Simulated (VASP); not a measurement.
GaN, 2 atoms in the cell. It takes space group Fm-3m (No. 225, cubic). Conventional cell: a = 4.354 Å, b = 4.354 Å, c = 4.354 Å, α = 90.00°, β = 90.00°, γ = 90.00°. Ga (site symmetry m-3m) has 6 N at 2.18 Å within 2.9 Å. Within 2.9 Å of N (site symmetry m-3m) lie 6 Ga at 2.18 Å. 

```yaml
Program: VASP 6.6.1
Task: single point
Functional: r2SCAN
Potentials_or_basis: VASP PAW PBE potentials, release 64 (Ga_d, N)
Cutoff: 520 eV
k_mesh: 11 × 11 × 11
Occupations: fermi-dirac, width 0.05 eV
Spin: no spin polarisation
Dipole_correction: no
Further_INCAR_settings: ALGO = Normal; EDIFF = 1e-07; NBANDS = 16
```

Potentials or basis: VASP PAW PBE potentials, release 64 (Ga_d, N).

Launch:

```console
$ cat potpaw_PBE.64/Ga_d/POTCAR potpaw_PBE.64/N/POTCAR > POTCAR
$ cp INCAR.step1 INCAR
$ mpirun -np 1 vasp_std > vasp.out
$ cp INCAR.step2 INCAR
$ mpirun -np 1 vasp_std > vasp.out
```

Hardware: 1 thread of AMD EPYC 7R43 64-Core Processor (Zen 3), on a shared host.

Problem. Estimate the wall time of this run.

Solution. Run time: 2.5 min on 1 thread of AMD EPYC 7R43 64-Core Processor (Zen 3), on a shared host, peak memory 0.12 GiB. Counts: k points 56.
